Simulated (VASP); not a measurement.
# Sb (Pm-3m) in VASP: notebook

The runs below take Sb through relaxation of cell and atoms, single point, with PBE0, PBEsol-based global hybrid, PBE.

Program: VASP 6.6.1. These are calculated values, not measurements. Logs are shortened: lines on timing, memory, paths and dates and some standing lists are left out, and cuts for length are marked.

**1. The cell of the first run**

The structure is cubic, space group Pm-3m (No. 221). Conventional cell: a = 3.160 Å, b = 3.160 Å, c = 3.160 Å, α = 90.00°, β = 90.00°, γ = 90.00°. Sb (site symmetry m-3m) has 6 Sb at 3.16 Å within 4.2 Å.

**2. Relaxation of cell and atoms, PBE0**

Input file POSCAR:

```
Sb
1.0
    3.1600000000      0.0000000000      0.0000000000
    0.0000000000      3.1600000000      0.0000000000
    0.0000000000      0.0000000000      3.1600000000
Sb
1
Direct
    0.0000000000      0.0000000000      0.0000000000
```

Input file INCAR.step1:

```
SYSTEM = Sb
  PREC = Accurate
  ENCUT = 600
  EDIFF = 1E-5
  ISMEAR = -1
  SIGMA = 0.05
  LREAL = .FALSE.
  LASPH = .TRUE.
  NELM = 60
  ALGO = Normal
  LWAVE = .TRUE.
  LCHARG = .FALSE.
  GGA = PE
  NBANDS = 8
```

Input file INCAR.step2:

```
SYSTEM = Sb
  PREC = Accurate
  ENCUT = 600
  EDIFF = 1E-6
  ISMEAR = -1
  SIGMA = 0.05
  LREAL = .FALSE.
  LASPH = .TRUE.
  NELM = 60
  ALGO = Normal
  ISIF = 3
  LWAVE = .FALSE.
  LCHARG = .FALSE.
  GGA = PE
  LHFCALC = .TRUE.
  AEXX = 0.25
  PRECFOCK = Normal
  IBRION = 2
  NSW = 60
  EDIFFG = -0.01
  ISTART = 1
```

Input file KPOINTS:

```
regular mesh
0
G
  4 4 4
  0 0 0
```

Potentials or basis: VASP PAW PBE potentials, release 64 (Sb).

Command:

```
$ cat potpaw_PBE.64/Sb/POTCAR > POTCAR
$ cp INCAR.step1 INCAR
$ mpirun -np 1 vasp_std > vasp.out
$ cp INCAR.step2 INCAR
$ mpirun -np 1 vasp_std > vasp.out
```

OUTCAR:

```text
SYSTEM = Sb
   PREC = Accurate
   ENCUT = 600
   EDIFF = 1E-6
   ISMEAR = -1
   LREAL = .FALSE.
   LASPH = .TRUE.
   NELM = 60
   ISIF = 3
   GGA = PE
   LHFCALC = .TRUE.
   AEXX = 0.25
   PRECFOCK = Normal
   IBRION = 2
   NSW = 60
   EDIFFG = -0.01
   ISTART = 1

 ion  position               nearest neighbor table
   1  0.000  0.000  0.000-

  LATTYP: Found a simple cubic cell.
 ALAT       =     3.1600000000

  Lattice vectors:

 A1 = (   3.1600000000,   0.0000000000,   0.0000000000)
 A2 = (   0.0000000000,   3.1600000000,   0.0000000000)
 A3 = (   0.0000000000,   0.0000000000,   3.1600000000)

Analysis of symmetry for initial positions (statically):
=====================================================================
 Subroutine PRICEL returns:
 Original cell was already a primitive cell.

 Routine SETGRP: Setting up the symmetry group for a
 simple cubic supercell.

 Subroutine GETGRP returns: Found 48 space group operations
 (whereof 48 operations were pure point group operations)
 out of a pool of 48 trial point group operations.

The static configuration has the point symmetry O_h .

Analysis of symmetry for dynamics (positions and initial velocities):
=====================================================================
 Subroutine PRICEL returns:
 Original cell was already a primitive cell.

 Routine SETGRP: Setting up the symmetry group for a
 simple cubic supercell.

 Subroutine GETGRP returns: Found 48 space group operations
 (whereof 48 operations were pure point group operations)
 out of a pool of 48 trial point group operations.

The dynamic configuration has the point symmetry O_h .

 Subroutine INISYM returns: Found 48 space group operations
 (whereof 48 operations are pure point group operations),
 and found     1 'primitive' translations

----------------------------------------------------------------------------------------

                                     Primitive cell

  volume of cell :      31.5545

  direct lattice vectors                    reciprocal lattice vectors
     3.160000000  0.000000000  0.000000000     0.316455696  0.000000000  0.000000000
     0.000000000  3.160000000  0.000000000     0.000000000  0.316455696  0.000000000
[... 62 lines left out ...]
   ISPIN  =      1    spin polarized calculation?
   LNONCOLLINEAR =      F non collinear calculations
   LSORBIT =      F    spin-orbit coupling
   LASPH  =      T    aspherical Exc in radial PAW
   ENCUT  =  600.0 eV  44.10 Ry    6.64 a.u.   6.31  6.31  6.31*2*pi/ulx,y,z
   NELM   =     60;   NELMIN=  2; NELMDL=  0     # of ELM steps
   EDIFF  = 0.1E-05   stopping-criterion for ELM
   LREAL  =      F    real-space projection
   EDIFFG = -.1E-01   stopping-criterion for IOM
   NSW    =     60    number of steps for IOM
   IBRION =      2    ionic relax: 0-MD 1-quasi-New 2-CG
   NFREE  =      1    steps in history (QN), initial steepest desc. (CG)
   ISIF   =      3    stress and relaxation
   ISYM   =      3    0-nonsym 1-usesym 2-fastsym
   POTIM  = 0.5000    time-step for ionic-motion
   TEBEG  =    0.0;   TEEND  =   0.0 temperature during run
   PSTRESS=    0.0 pullay stress
   NELECT =       5.0000    total number of electrons
   NUPDOWN=      -1.0000    fix difference up-down
   EMIN   =  10.00;   EMAX   =-10.00  energy-range for DOS
   EFERMI =   0.00;   METHOD = LEGACY
   ISMEAR =    -1;   SIGMA  =   0.05  broadening in eV -4-tet -1-fermi 0-gaus
   EFERMI_NEDOS =   21; number of points for ismear=-14 and -15
   IALGO  =     38    algorithm
   IMIX   =      1    mixing-type and parameters
     AMIX     =   0.40;   BMIX     =  1.00
     AMIX_MAG =   1.60;   BMIX_MAG =  1.00
  volume/ion in A,a.u.               =      31.55       212.94
  Fermi-wavevector in a.u.,A,eV,Ry     =   0.885886  1.674081 10.677766  0.784794
  Thomas-Fermi vector in A             =   2.006979
   LORBIT       =      0    0 simple, 1 ext, 2 COOP (PROOUT), +10 PAW based schemes
   GGA     = PE    functional components
   LHFCALC =     T    Hartree Fock is set to
   PRECFOCK=normal    Normal, Fast or Accurate (Low or Medium for compatibility)
   ENCUT4O =  -1.0   cutoff for four orbital integrals eV
   NKREDX  =     1    reduce k-point grid by
   NKREDY  =     1    reduce k-point grid by
   NKREDZ  =     1    reduce k-point grid by
   AEXX    =    0.2500 exact exchange contribution
   HFSCREEN=    0.0000 screening length (either q_TF or 0.3 A-1)
   HFSCREENC=   0.0000 screening length for correlation (either q_TF or 0.3 A-1)
   ENCUTFOCK=  -1.0 apply spherical cutoff to Coloumb kernel
   IVDW    =     0    specifies the selected vdW correction
   LEPSILON=     F    determine dielectric tensor
   LRPA    =     F    only Hartree local field effects (RPA)
 conjugate gradient relaxation of ions
 non-spin polarized calculation
  energy-cutoff  :      600.00
  volume of cell :       31.55
 maximum number of plane-waves:      1074
 NGX is ok and might be reduce to    28
  NGX = 20; NGY = 20; NGZ = 20

--------------------------------------- Ionic step        1  -------------------------------------------

 number of electron       5.0000000 magnetization

 Free energy of the ion-electron system (eV)
  ---------------------------------------------------
  ext. energy  EPLUGINS =         0.00000000
  ---------------------------------------------------
  free energy    TOTEN  =        -5.10987112 eV

  energy without entropy =       -5.10124773  energy(sigma->0) =       -5.10555943

------------------------ aborting loop because EDIFF is reached ----------------------------------------

  FORCE on cell =-STRESS in cart. coord.  units (eV):
  Direction    XX          YY          ZZ          XY          YZ          ZX
  --------------------------------------------------------------------------------------
  -------------------------------------------------------------------------------------
  Total       -1.3073996     -1.3073996     -1.3073996     -0.0000000      0.0000000     -0.0000000
  in kB      -66.3831237    -66.3831237    -66.3831237     -0.0000000      0.0000000     -0.0000000
  external PRESSURE =     -66.3831237 kB  Pullay stress =       0.0000000 kB
[... 57 lines left out ...]
--------------------------------------- Ionic step        3  -------------------------------------------

 number of electron       5.0000000 magnetization

 Free energy of the ion-electron system (eV)
  ---------------------------------------------------
  ext. energy  EPLUGINS =         0.00000000
  ---------------------------------------------------
  free energy    TOTEN  =        -5.19846485 eV

  energy without entropy =       -5.18999634  energy(sigma->0) =       -5.19423060

 E-fermi :   8.3415     XC(G=0):  -7.8826

 val. band max:        6.6783705607   @ k =   0.2500   0.2500   0.2500
 cond. band min:       8.4220265403   @ k =   0.5000   0.2500   0.0000
 fundamental gap:      1.7436559796
 Fermi energy:         8.3415064893

 k-point     1 :       0.0000    0.0000    0.0000
  band No.  band energies     occupation
      1      -6.9914      2.00000
      2      12.1242      0.00000
      3      12.1242      0.00000
      4      12.1242      0.00000
      5      15.6306      0.00000
      6      15.6306      0.00000
[... 107 lines left out ...]
  FREE ENERGIE OF THE ION-ELECTRON SYSTEM (eV)
  ---------------------------------------------------
  free  energy   TOTEN  =        -5.1984648525 eV

  energy  without entropy=       -5.1899963389  energy(sigma->0) =       -5.19423060

 reached required accuracy - stopping structural energy minimisation
```

OUTCAR.step1:

```text
SYSTEM = Sb
   PREC = Accurate
   ENCUT = 600
   EDIFF = 1E-5
   ISMEAR = -1
   LREAL = .FALSE.
[... 310 lines left out ...]
 -----------------------------------------------------------------------------------
      0.00000      0.00000      0.00000         0.000000      0.000000      0.000000
 -----------------------------------------------------------------------------------
    total drift:                                0.000000      0.000000      0.000000

  FREE ENERGIE OF THE ION-ELECTRON SYSTEM (eV)
  ---------------------------------------------------
  free  energy   TOTEN  =        -3.6949208723 eV

  energy  without entropy=       -3.6847516512  energy(sigma->0) =       -3.68983626
```

It took 3.8 min on 1 thread of AMD EPYC 7R43 (Zen 3), shared host; peak memory 0.13 GiB.

What came out:

```yaml
Free_energy: -5.1985 eV
Relaxed_volume: 27.80 Å³/atom
Relaxed_cell: a = 3.029 Å, b = 3.029 Å, c = 3.029 Å, α = 90.00°, β = 90.00°, γ = 90.00°
Space_group_after_relaxing_to_0.05_Å: Pm-3m (No. 221)
Energy_gained_by_relaxing: 88.6 meV/atom
Ionic_steps: 3
Pressure_after_relaxing: 0.0 GPa
```

The path:
```
step  energy change (eV)  largest force (eV/Å)  pressure (GPa)  volume (Å³)
   1              0.0000                0.0000           -6.64        31.55
   2             -0.0578                0.0000            5.76        25.95
   3             -0.0886                0.0000           -0.03        27.80
```

Final structure:
```
Sb
1.0
     3.02944    0.00000    0.00000
     0.00000    3.02944    0.00000
     0.00000    0.00000    3.02944
Sb
1
Direct
  0.00000 0.00000 0.00000
```

Caveat: the k points lie up to 0.52 Å⁻¹ apart in the final cell; the PAW data sets were made with another functional, which shifts forces and pressure a little; spin-orbit coupling is left out, which moves the levels of the heavy elements; the volume moved by -12 % from the deposited cell, more than functionals usually miss.

**3. Relaxation of cell and atoms, PBEsol-based global hybrid**

POSCAR is that of step 2.

Input file INCAR.step1:

```
SYSTEM = Sb
ALGO     = Normal         ! electronic algorithm
EDIFF    = 1E-5           ! SCF threshold, eV
ENCUT    = 600            ! plane-wave cutoff, eV
GGA      = PE             ! functional
ISMEAR   = -1             ! smearing method
LASPH    = .True.         ! aspherical terms in the spheres
LCHARG   = .False.        ! write CHGCAR
LREAL    = .False.        ! projectors in reciprocal space
LWAVE    = .True.         ! write WAVECAR
NBANDS   = 8              ! bands
NELM     = 60             ! most SCF steps
PREC     = Accurate       ! precision mode
SIGMA    = 0.05           ! smearing width, eV
```

Input file INCAR.step2:

```
SYSTEM = Sb
AEXX     = 0.25           ! exact-exchange fraction
ALGO     = Normal         ! electronic algorithm
EDIFF    = 1E-7           ! SCF threshold, eV
EDIFFG   = -0.01          ! ionic threshold
ENCUT    = 600            ! plane-wave cutoff, eV
GGA      = PS             ! functional
IBRION   = 2              ! ionic algorithm
ISIF     = 3              ! what is computed and relaxed
ISMEAR   = -1             ! smearing method
ISTART   = 1            
LASPH    = .True.         ! aspherical terms in the spheres
LCHARG   = .False.        ! write CHGCAR
LHFCALC  = .True.         ! exact exchange
LREAL    = .False.        ! projectors in reciprocal space
LWAVE    = .False.        ! write WAVECAR
NELM     = 60             ! most SCF steps
NSW      = 60             ! ionic steps
PREC     = Accurate       ! precision mode
PRECFOCK = Normal       
SIGMA    = 0.05           ! smearing width, eV
```

Input file KPOINTS:

```
k-points
0
Gamma
  4 4 4
  0 0 0
```

Potentials or basis: VASP PAW PBE potentials, release 64 (Sb).

Command:

```
$ cat potpaw_PBE.64/Sb/POTCAR > POTCAR
$ cp INCAR.step1 INCAR
$ mpirun -np 1 vasp_std > vasp.out
$ cp INCAR.step2 INCAR
$ mpirun -np 1 vasp_std > vasp.out
```

It took 7.3 min on 1 thread of AMD EPYC 7R43 (Zen 3), shared host; peak memory 0.14 GiB.

Results (log left out):

- Free energy: -5.5208 eV
- Relaxed volume: 27.09 Å³/atom
- Relaxed cell: a = 3.003 Å, b = 3.003 Å, c = 3.003 Å, α = 90.00°, β = 90.00°, γ = 90.00°
- Space group after relaxing (to 0.05 Å): Pm-3m (No. 221)
- Energy gained by relaxing: 131.5 meV/atom
- Ionic steps: 6
- Pressure after relaxing: 0.0 GPa

Step by step:
```tsv
step	energy change (eV)	largest force (eV/Å)	pressure (GPa)	volume (Å³)
1	0.0000	0.0000	-8.12	31.55
2	-0.0756	0.0000	8.51	24.80
3	-0.1315	0.0000	-0.09	27.13
4	-0.1315	0.0000	0.14	27.04
5	-0.1315	0.0000	-0.09	27.13
6	-0.1315	0.0000	0.00	27.09
```

Final structure:
```
CELL_PARAMETERS angstrom
3.00346 0.00000 0.00000
0.00000 3.00346 0.00000
0.00000 0.00000 3.00346
ATOMIC_POSITIONS crystal
Sb 0.00000 0.00000 0.00000
```

Levels at points of the mesh, in eV from the Fermi level:
| k point | band 1 | band 2 | band 3 | band 4 | band 5 |
| --- | --- | --- | --- | --- | --- |
| (0.00, 0.00, 0.00) | -15.60 | 3.83 | 3.83 | 3.83 | 7.34 |
| (0.50, 0.00, 0.00) | -12.50 | -8.08 | 6.48 | 6.48 | 9.77 |
| (0.50, 0.50, 0.00) | -9.00 | -5.44 | -5.44 | 1.98 | 9.18 |
| (0.50, 0.50, 0.50) | -4.98 | -2.99 | -2.99 | -2.99 | 5.05 |

Caveat: the k points lie up to 0.52 Å⁻¹ apart in the final cell; the PAW data sets were made with another functional, which shifts forces and pressure a little; spin-orbit coupling is left out, which moves the levels of the heavy elements; the volume moved by -14 % from the deposited cell, more than functionals usually miss.

(Continued in part 2 of 2.)
